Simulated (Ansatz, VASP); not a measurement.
## One calculation of ZrB2, two programs

Contents of INCAR:

```
ALGO = Normal
EDIFF = 1E-6
ENCUT = 520
GGA = PE
ISIF = 2
ISMEAR = -1
LASPH = True
LCHARG = True
LELF = True
LREAL = False
LVHAR = True
LWAVE = False
NBANDS = 16
NELM = 100
PREC = Accurate
SIGMA = 0.15
```

KPOINTS

```
k-points
0
Gamma
  10 10 8
```

File POSCAR:

```
ZrB2
1.0
    3.1487241912      0.0000000000      0.0000000000
   -1.5743620956      2.7268756059      0.0000000000
    0.0000000000      0.0000000000      3.5092878761
Zr B
1 2
Direct
    0.0000000000      0.0000000000      0.0000000000
    0.3333333333      0.6666666667      0.5000000000
    0.6666666667      0.3333333333      0.5000000000
```

Input for Ansatz:

```yaml
crystal:
  lattice:
    - [3.1487241911622816, 0.0, 0.0]
    - [-1.5743620955811408, 2.726875605905995, 0.0]
    - [0.0, 0.0, 3.509287876143956]
  atoms:
    - { symbol: Zr, position: [0.0, 0.0, 0.0] }
    - { symbol: B, position: [0.3333333333333333, 0.6666666666666666, 0.5] }
    - { symbol: B, position: [0.6666666666666666, 0.3333333333333333, 0.5] }
basis:
  ecutwfc: 420.0
kpoints:
  mp_grid:
    grid: [10, 10, 8]
hamiltonian:
  xc: pbe
scf:
  occupations:
    method: fermi_dirac
    width: 0.15
output:
  stress: true
```

Alike in both runs: task single point; functional PBE; k mesh 10 × 10 × 8; occupations fermi-dirac, width 0.15 eV; no spin polarisation.

|  | VASP | Ansatz |
| --- | --- | --- |
| version | VASP 6.6.1 | Ansatz 0.2.0 |
| potentials or method | VASP PAW PBE potentials, release 64 (Zr_sv, B), cutoff 520 eV | plane waves, PAW |
| valence electrons in the cell | 18 | 18 |

|  | VASP | Ansatz | Ansatz less VASP |
| --- | --- | --- | --- |
| pressure (GPa) | 6.1 | 5.9 | -0.16 |
| traceless stress, the component that is largest in VASP (GPa) | 0.26 | 0.22 | -0.046 |

The functional is the same, so the differences come from potentials, cutoffs and numerics.
